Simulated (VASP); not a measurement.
# CoRu3 (P-6m2) in VASP: a series of runs, part 2 of 2

VASP 6.6.1.

### 3 Single point, PBE, collinear spin, ferromagnetic start

This run uses another cell than the first one, of 13.20 Å³/atom.

Input file INCAR:

```
ALGO     = Fast           # electronic algorithm
EDIFF    = 1E-7           # SCF threshold, eV
ENCUT    = 520            # plane-wave cutoff, eV
GGA      = PE             # functional
ISIF     = 2              # what is computed and relaxed
ISMEAR   = 0              # smearing method
ISPIN    = 2              # spin polarisation
LASPH    = T              # aspherical terms in the spheres
LCHARG   = F              # write CHGCAR
LMAXMIX  = 4              # l up to which the mixer works
LORBIT   = 11             # projections on sites
LREAL    = F              # projectors in reciprocal space
LWAVE    = F              # write WAVECAR
MAGMOM   = 3 0 0 0        # initial moments
NBANDS   = 38             # bands
NELM     = 150            # most SCF steps
PREC     = Accurate       # precision mode
SIGMA    = 0.1            # smearing width, eV
```

Input file KPOINTS:

```
k-points
0
Gamma
  6 6 2
```

Input file POSCAR:

```
CoRu3
1.0
    2.6944899426     -0.0000000030      0.0000000000
   -1.3472449687      2.3334967420      0.0000000000
    0.0000000000      0.0000000000      8.3996206540
Co Ru
1 3
Direct
    0.3333333333      0.6666666667      0.5000000000
    0.3333333333      0.6666666667      0.0000000000
    0.6666666667      0.3333333333      0.2543025267
    0.6666666667      0.3333333333      0.7456974733
```

Potentials or basis: VASP PAW PBE potentials, release 64 (Co, Ru_pv).

On the command line:

```
$ cat potpaw_PBE.64/Co/POTCAR potpaw_PBE.64/Ru_pv/POTCAR > POTCAR
$ mpirun -np 1 vasp_std > vasp.out
```

OUTCAR:

```text
EDIFF = 1E-7
   ENCUT = 520
   GGA = PE
   ISIF = 2
   ISMEAR = 0
   ISPIN = 2
   LASPH = T
   LORBIT = 11
   LREAL = F
   NELM = 150
   PREC = Accurate

 ion  position               nearest neighbor table
   1  0.333  0.667  0.500-   3 2.58   4 2.58   3 2.58   4 2.58   3 2.58   4 2.58
   2  0.333  0.667  0.000-   3 2.64   4 2.64   3 2.64   4 2.64   3 2.64   4 2.64
   3  0.667  0.333  0.254-   1 2.58   1 2.58   1 2.58   2 2.64   2 2.64   2 2.64
   4  0.667  0.333  0.746-   1 2.58   1 2.58   1 2.58   2 2.64   2 2.64   2 2.64

  LATTYP: Found a hexagonal cell.
 ALAT       =     2.6944899426
 C/A-ratio  =     3.1173323460

  Lattice vectors:

 A1 = (   2.6944899426,  -0.0000000030,   0.0000000000)
 A2 = (  -1.3472449687,   2.3334967420,   0.0000000000)
 A3 = (   0.0000000000,   0.0000000000,   8.3996206540)

Analysis of symmetry for initial positions (statically):
=====================================================================
 Subroutine PRICEL returns:
 Original cell was already a primitive cell.

 Routine SETGRP: Setting up the symmetry group for a
 hexagonal supercell.

 Subroutine GETGRP returns: Found 12 space group operations
 (whereof 12 operations were pure point group operations)
 out of a pool of 24 trial point group operations.

The static configuration has the point symmetry D_3h.

Analysis of symmetry for dynamics (positions and initial velocities):
=====================================================================
 Subroutine PRICEL returns:
 Original cell was already a primitive cell.

 Routine SETGRP: Setting up the symmetry group for a
 hexagonal supercell.

 Subroutine GETGRP returns: Found 12 space group operations
 (whereof 12 operations were pure point group operations)
 out of a pool of 24 trial point group operations.

The dynamic configuration has the point symmetry D_3h.

Analysis of structural, dynamic, and magnetic symmetry:
=====================================================================
[... 152 lines left out ...]

 E-fermi :  12.0782     XC(G=0): -13.8144

 val. band max:       12.0622983391   @ k =   0.3333   0.0000   0.5000
 cond. band min:      12.1029644141   @ k =   0.3333   0.0000   0.0000
 fundamental gap:      0.0406660750
 Fermi energy:        12.0781541328

 spin component 1

 k-point     1 :       0.0000    0.0000    0.0000
  band No.  band energies     occupation
      1     -31.5903      1.00000
      2     -31.1269      1.00000
      3     -30.7928      1.00000
      4     -30.7928      1.00000
      5     -30.7477      1.00000
      6     -30.7093      1.00000
[... 549 lines left out ...]
     36      23.4114      0.00000
     37      23.9026      0.00000
 Fermi energy:        12.0781541328

 spin component 2

 k-point     1 :       0.0000    0.0000    0.0000
  band No.  band energies     occupation
      1     -31.5656      1.00000
      2     -31.0502      1.00000
      3     -30.8002      1.00000
      4     -30.8002      1.00000
      5     -30.7075      1.00000
      6     -30.6611      1.00000
[... 549 lines left out ...]
     36      23.5565      0.00000
     37      23.9685      0.00000
 [bands above 37 left out]

------------------------ aborting loop because EDIFF is reached ----------------------------------------

  FORCE on cell =-STRESS in cart. coord.  units (eV):
  Direction    XX          YY          ZZ          XY          YZ          ZX
  --------------------------------------------------------------------------------------
  -------------------------------------------------------------------------------------
  Total       -0.0053295     -0.0053295     -0.1689351     -0.0000000     -0.0000000      0.0000000
  in kB       -0.1616801     -0.1616801     -5.1249202     -0.0000000     -0.0000000      0.0000000
  external PRESSURE =      -1.8160935 kB  Pullay stress =       0.0000000 kB

 VOLUME and BASIS-vectors are now :
 -----------------------------------------------------------------------------
  energy-cutoff  :      520.00
  volume of cell :       52.81
      direct lattice vectors                 reciprocal lattice vectors
     2.694489943 -0.000000003  0.000000000     0.371127754  0.214270708  0.000000000
    -1.347244969  2.333496742  0.000000000     0.000000000  0.428541417  0.000000000
     0.000000000  0.000000000  8.399620654     0.000000000  0.000000000  0.119052996

 POSITION                                       TOTAL-FORCE (eV/Angst)
 -----------------------------------------------------------------------------------
      0.00000      1.55566      4.19981        -0.000000     -0.000000      0.000000
      0.00000      1.55566      0.00000         0.000000      0.000000      0.000000
      1.34724      0.77783      2.13604        -0.000000     -0.000000      0.000158
      1.34724      0.77783      6.26358        -0.000000     -0.000000     -0.000158
 -----------------------------------------------------------------------------------
    total drift:                                0.000000     -0.000000      0.000000

  FREE ENERGIE OF THE ION-ELECTRON SYSTEM (eV)
  ---------------------------------------------------
  free  energy   TOTEN  =       -34.3869127366 eV

  energy  without entropy=      -34.3719362427  energy(sigma->0) =      -34.37942449

 total charge

# of ion       s       p       d       tot
------------------------------------------
    1        0.457   0.471   7.218   8.145
    2        0.410   6.318   5.959  12.687
    3        0.407   6.302   5.942  12.650
    4        0.407   6.302   5.942  12.650
--------------------------------------------------
tot          1.681  19.392  25.060  46.133

 magnetization (x)

# of ion       s       p       d       tot
------------------------------------------
    1        0.004  -0.006   1.570   1.569
    2       -0.004  -0.001  -0.026  -0.031
    3       -0.004  -0.006   0.070   0.060
    4       -0.004  -0.006   0.070   0.060
--------------------------------------------------
tot         -0.006  -0.020   1.684   1.657
```

It took 63 s on 1 thread of Intel Xeon Platinum 8488C (Sapphire Rapids), shared host; peak memory 0.2 GiB.

Results:

| Property | Result |
| --- | --- |
| Free energy | -34.3869 eV |
| Pressure | -0.2 GPa |
| Net moment | 1.63 μB per cell |
| Site moments | Co +1.57; Ru -0.03, +0.06 (each value once) μB |
| Valence electrons inside the program's atomic spheres | Co 8.14; Ru 12.69, 12.65 (each value once) |

Stress tensor (GPa, compression positive):
```
-0.02  0.00  0.00
 0.00 -0.02  0.00
 0.00  0.00 -0.51
```

Caveat: the k points lie up to 0.45 Å⁻¹ apart.

### 4 Relaxation of cell and atoms, PBE, collinear spin, ferromagnetic start

Input file INCAR:

```
SYSTEM = CoRu3
ALGO = Fast ; EDIFF = 1E-6
EDIFFG = -0.04 ; ENCUT = 600
GGA = PE ; IBRION = 2
ISIF = 3 ; ISMEAR = 0
ISPIN = 2 ; LASPH = .True.
LCHARG = .False. ; LMAXMIX = 4
LORBIT = 11 ; LREAL = .False.
LWAVE = .False. ; MAGMOM = 3 0 0 0
NELM = 150 ; NSW = 90
PREC = Accurate ; SIGMA = 0.1
```

Input file KPOINTS:

```
k-points
0
Gamma
  6 6 2
  0 0 0
```

Input file POSCAR:

```
CoRu3
1.0
    2.5663266900      0.0000000000      0.0000000000
   -1.2831633400      2.2225041100      0.0000000000
    0.0000000000      0.0000000000      8.8669809400
Co Ru
1 3
Direct
    0.3333333300      0.6666666700      0.5000000000
    0.3333333300      0.6666666700      0.0000000000
    0.6666666700      0.3333333300      0.2500000000
    0.6666666700      0.3333333300      0.7500000000
```

On the command line:

```
$ cat potpaw_PBE.64/Co/POTCAR potpaw_PBE.64/Ru_pv/POTCAR > POTCAR
$ mpirun -np 1 vasp_std > vasp.out
```

It took 8.8 min on 1 thread of Intel Xeon Platinum 8488C (Sapphire Rapids), shared host; peak memory 0.25 GiB.

The run converged. Its results:

* Free energy: -34.3843 eV
* Relaxed volume: 13.19 Å³/atom
* Relaxed cell: a = 2.695 Å, b = 2.695 Å, c = 8.389 Å, α = 90.00°, β = 90.00°, γ = 120.00°
* Space group after relaxing (to 0.1 Å): P-6m2 (No. 187)
* Energy gained by relaxing: 154.1 meV/atom
* Ionic steps: 12
* Pressure after relaxing: 0.0 GPa
* Net moment: 1.63 μB per cell
* Site moments: Co +1.56; Ru -0.03, +0.06 (each value once) μB
* Valence electrons inside the program's atomic spheres: Co 8.15; Ru 12.69, 12.65 (each value once)

Forces in eV/Å, atoms in the order of the input:
```
Co   0.000  0.000  0.000
Ru   0.000  0.000  0.000
Ru   0.000  0.000  0.002
Ru   0.000  0.000 -0.002
```

Stress tensor (GPa, compression positive):
```
-0.09  0.00  0.00
 0.00 -0.09  0.00
 0.00  0.00  0.02
```

The path:
```tsv
step	energy change (eV)	largest force (eV/Å)	pressure (GPa)	volume (Å³)
1	0.0000	0.3111	18.18	50.57
2	0.3618	0.1134	-27.82	61.28
3	-0.4878	0.0987	-8.84	54.85
4	-0.5043	0.1068	-7.55	54.58
5	-0.5250	0.7464	8.09	51.59
6	-0.6038	0.4297	-0.17	52.97
7	-0.6038	0.4356	-0.04	52.94
8	-0.6141	0.1818	0.25	52.79
9	-0.6161	0.0205	0.44	52.69
10	-0.6161	0.0109	0.41	52.69
11	-0.6158	0.0212	-0.78	52.92
12	-0.6162	0.0022	-0.05	52.77
```

Final structure:
```
Co Ru
1.0
     2.69509    0.00000    0.00000
    -1.34755    2.33402    0.00000
     0.00000    0.00000    8.38896
Co Ru
1 3
Direct
  0.33333 0.66667 0.50000
  0.33333 0.66667 0.00000
  0.66667 0.33333 0.25438
  0.66667 0.33333 0.74562
```

Levels at points of the mesh, in eV from the Fermi level:
Spin up:
| k point | band 22 | band 23 | band 24 | band 25 | band 26 | band 27 | band 28 | band 29 | band 30 | band 31 |
| --- | --- | --- | --- | --- | --- | --- | --- | --- | --- | --- |
| (0.00, 0.00, 0.00) | -2.50 | -2.15 | -2.15 | -1.93 | -1.93 | -0.50 | -0.50 | 0.32 | 0.32 | 0.90 |
| (0.50, 0.00, 0.00) | -1.30 | -0.98 | -0.60 | 0.20 | 1.20 | 1.37 | 1.58 | 1.67 | 1.90 | 2.90 |
| (0.00, 0.00, 0.50) | -2.44 | -2.44 | -1.55 | -1.55 | -0.92 | -0.83 | -0.83 | -0.79 | 0.40 | 0.40 |
| (0.50, 0.00, 0.50) | -1.15 | -0.25 | -0.20 | 0.19 | 0.75 | 1.39 | 1.39 | 1.58 | 1.67 | 2.72 |
Spin down:
| k point | band 20 | band 21 | band 22 | band 23 | band 24 | band 25 | band 26 | band 27 | band 28 | band 29 |
| --- | --- | --- | --- | --- | --- | --- | --- | --- | --- | --- |
| (0.00, 0.00, 0.00) | -2.33 | -2.33 | -1.30 | -1.30 | -1.25 | -1.10 | -1.10 | 0.21 | 0.21 | 0.55 |
| (0.50, 0.00, 0.00) | -1.10 | -1.05 | -0.85 | 0.10 | 0.36 | 0.62 | 1.38 | 1.49 | 1.63 | 1.69 |
| (0.00, 0.00, 0.50) | -2.37 | -1.55 | -1.33 | -1.33 | -0.82 | -0.62 | -0.57 | -0.57 | -0.55 | -0.55 |
| (0.50, 0.00, 0.50) | -1.45 | -0.99 | 0.32 | 0.45 | 0.51 | 0.55 | 0.85 | 1.41 | 1.63 | 1.69 |

Caveat: the k points lie up to 0.45 Å⁻¹ apart in the final cell.

### 5 Single point, PBE, collinear spin, ferromagnetic start

This run uses another cell than the first one, of 13.14 Å³/atom.

Input file INCAR:

```
SYSTEM = CoRu3
ALGO = Normal
EDIFF = 1E-6
ENCUT = 520
GGA = PE
ISIF = 2
ISMEAR = 0
ISPIN = 2
LASPH = .True.
LCHARG = .False.
LMAXMIX = 4
LORBIT = 11
LREAL = .False.
LWAVE = .False.
MAGMOM = 1.77 0 0 0
NBANDS = 38
NELM = 150
PREC = Accurate
SIGMA = 0.1
```

Input file KPOINTS:

```
k-points
0
Gamma
  18 18 6
  0 0 0
```

Input file POSCAR:

```
CoRu3
1.0
    2.6933177333      0.0000000000      0.0000000000
   -1.3466588666      2.3324815775      0.0000000000
    0.0000000000      0.0000000000      8.3680166947
Co Ru
1 3
Direct
    0.3333333333      0.6666666667      0.5000000000
    0.3333333333      0.6666666667      0.0000000000
    0.6666666667      0.3333333333      0.2550414535
    0.6666666667      0.3333333333      0.7449585465
```

On the command line:

```
$ cat potpaw_PBE.64/Co/POTCAR potpaw_PBE.64/Ru_pv/POTCAR > POTCAR
$ mpirun -np 1 vasp_std > vasp.out
```

It took 24 min on 1 thread of Oxide Virtual Turin-like, shared host; peak memory 0.46 GiB.

It converged, with:

```yaml
Free_energy: -34.4472 eV
Pressure: -0.1 GPa
Largest_force: 0.013 eV/Å
Net_moment: 1.27 μB per cell
Site_moments: Co +1.31; Ru -0.10, +0.04 (each value once) μB
Valence_electrons_inside_the_program's_atomic_spheres: Co 8.17; Ru 12.69, 12.66 (each value once)
```

Forces in eV/Å, atoms in the order of the input:
```
Co   0.000  0.000  0.000
Ru   0.000  0.000  0.000
Ru   0.000  0.000  0.013
Ru   0.000  0.000 -0.013
```

Stress tensor (GPa, compression positive):
```
 0.02  0.00  0.00
 0.00  0.02  0.00
 0.00  0.00 -0.21
```

Levels at points of the mesh, in eV from the Fermi level:
Spin up:
```tsv
k point	band 23	band 24	band 25	band 26	band 27	band 28	band 29	band 30
(0.00, 0.00, 0.00)	-1.94	-1.94	-1.70	-1.70	-0.27	-0.27	0.51	0.51
(0.50, 0.00, 0.00)	-0.75	-0.39	0.39	1.41	1.56	1.80	1.87	2.09
(0.00, 0.00, 0.50)	-2.22	-1.30	-1.30	-0.75	-0.64	-0.64	-0.59	0.60
(0.50, 0.00, 0.50)	-0.02	0.00	0.40	0.93	1.58	1.60	1.80	1.87
```
Spin down:
| k point | band 21 | band 22 | band 23 | band 24 | band 25 | band 26 | band 27 | band 28 |
| --- | --- | --- | --- | --- | --- | --- | --- | --- |
| (0.00, 0.00, 0.00) | -2.14 | -1.20 | -1.20 | -1.18 | -1.07 | -1.07 | 0.28 | 0.28 |
| (0.50, 0.00, 0.00) | -0.94 | -0.81 | 0.19 | 0.50 | 0.62 | 1.53 | 1.63 | 1.84 |
| (0.00, 0.00, 0.50) | -1.46 | -1.26 | -1.26 | -0.64 | -0.51 | -0.51 | -0.50 | -0.45 |
| (0.50, 0.00, 0.50) | -0.91 | 0.43 | 0.54 | 0.55 | 0.68 | 0.96 | 1.56 | 1.85 |

### 6 The runs side by side

| task | cell | k mesh | cutoff (eV) | gap on the mesh (eV) | pressure (GPa) | moment (μB) | largest force (eV/Å) |
| --- | --- | --- | --- | --- | --- | --- | --- |
| single point | a = 2.566, b = 2.566, c = 8.867 Å, angles 90.0, 90.0, 120.0°, 4 atoms, atomic positions A | 6 × 6 × 2 | 520 | none | 18.0 | 1.89 | 0.32 |
| single point | a = 2.694, b = 2.694, c = 8.400 Å, angles 90.0, 90.0, 120.0°, 4 atoms, atomic positions B | 6 × 6 × 2 | 520 | none | -0.2 | 1.63 | - |
| relaxation of cell and atoms | relaxed from a = 2.566, b = 2.566, c = 8.867 Å, angles 90.0, 90.0, 120.0°, 4 atoms, atomic positions A | 6 × 6 × 2 | 600 | none | 0.0 | 1.63 | - |
| single point | a = 2.693, b = 2.693, c = 8.368 Å, angles 90.0, 90.0, 120.0°, 4 atoms, atomic positions C | 18 × 18 × 6 | 520 | none | -0.1 | 1.27 | 0.01 |

Alike in all rows: level PBE; potentials or basis VASP PAW PBE potentials, release 64 (Co, Ru_pv); spin collinear, ferromagnetic start; smearing gaussian 0.1 eV.

Caveats: some runs use coarse meshes; an empty level that is flat over the whole mesh can mark a ghost state of the potentials, or a narrow d or f band (at least some runs).

Absolute energies hang on the potentials; compare differences alone.

The gap in the log of VASP goes by the Fermi energy; the results here count the filled bands.